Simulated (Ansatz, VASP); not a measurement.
One calculation of ZrS2, two programs

The input POSCAR:

```
ZrS2
1.0
    3.6743994548      0.0000000000      0.0000000000
   -1.8371997274      3.1821232716      0.0000000000
    0.0000000000      0.0000000000      5.8568616098
Zr S
1 2
Direct
    0.0000000000      0.0000000000      0.0000000000
    0.3333333333      0.6666666667      0.2462322151
    0.6666666667      0.3333333333      0.7537677849
```

File INCAR.step1:

```
PREC = Accurate
ENCUT = 400
EDIFF = 1E-5
ISMEAR = 0
SIGMA = 0.01
LREAL = F
LASPH = T
NELM = 120
ALGO = Normal
ISIF = 2
LWAVE = T
LCHARG = F
GGA = PE
NBANDS = 19
GGA_COMPAT = F
```

Contents of INCAR.step2:

```
PREC = Accurate
ENCUT = 400
EDIFF = 1E-6
ISMEAR = 0
SIGMA = 0.01
LREAL = F
LASPH = T
NELM = 120
ALGO = Normal
ISIF = 2
LWAVE = F
LCHARG = F
GGA = PE
LHFCALC = T
AEXX = 0.25
PRECFOCK = Normal
ISTART = 1
NBANDS = 19
GGA_COMPAT = F
```

Contents of KPOINTS:

```
Automatic mesh
0
Gamma
  6 6 4
```

Input for Ansatz:

```yaml
crystal:
  lattice:
    - [3.6743994548, 0.0, 0.0]
    - [-1.8371997274, 3.1821232716, 0.0]
    - [0.0, 0.0, 5.8568616098]
  atoms:
    - { symbol: Zr, position: [0.0, 0.0, 0.0] }
    - { symbol: S, position: [0.3333333333, 0.6666666667, 0.2462322151] }
    - { symbol: S, position: [0.6666666667, 0.3333333333, 0.7537677849] }
kpoints:
  mp_grid: { grid: [6, 6, 4] }
  band_path:
    path:
      - [0.0, 0.0, 0.0]
      - [0.5, 0.0, 0.0]
      - [0.3333333333, 0.3333333333, 0.0]
      - [0.0, 0.0, 0.5]
      - [0.5, 0.0, 0.5]
      - [0.3333333333, 0.3333333333, 0.5]
      - [-0.088542, 0.041667, 0.0]
      - [0.0, 0.5, 0.5]
    npoints: 1
hamiltonian:
  xc: pbe0
scf:
  occupations: { method: fixed }
  n_extra_bands: 4
output:
  forces: true
  stress: true
  eigenvalues: true
  write_density: true
  write_potential: true
  elf: true
  volumetric_format: npy
```

Alike in both runs: task single point; functional PBE0; k mesh 6 × 6 × 4; no spin polarisation.

|  | VASP | Ansatz |
| --- | --- | --- |
| version | VASP 6.6.1 | Ansatz 0.2.0 |
| potentials or method | VASP PAW PBE potentials, release 64 (Zr_sv, S) | plane waves, PAW |
| plane-wave cutoff (eV) | 400 | 420 |
| occupations | gaussian, width 0.01 eV | fixed |
| valence electrons in the cell | 24 | 24 |

|  | VASP | Ansatz | Ansatz less VASP |
| --- | --- | --- | --- |
| gap on the k mesh at the Fermi level (eV) | 2.38 | 2.36 | -0.013 |
| pressure (GPa) | -0.1 | 0.1 | +0.14 |
| traceless stress, the component that is largest in VASP (GPa) | 0.46 | 0.41 | -0.049 |
| rms of the force components (eV/Å) | 0.085 | 0.088 | +0.0026 |

Atom by atom the forces differ by 0.003 eV/Å (rms over components). Ansatz's warnings: stress exchange threshold loose, stress scf threshold loose.
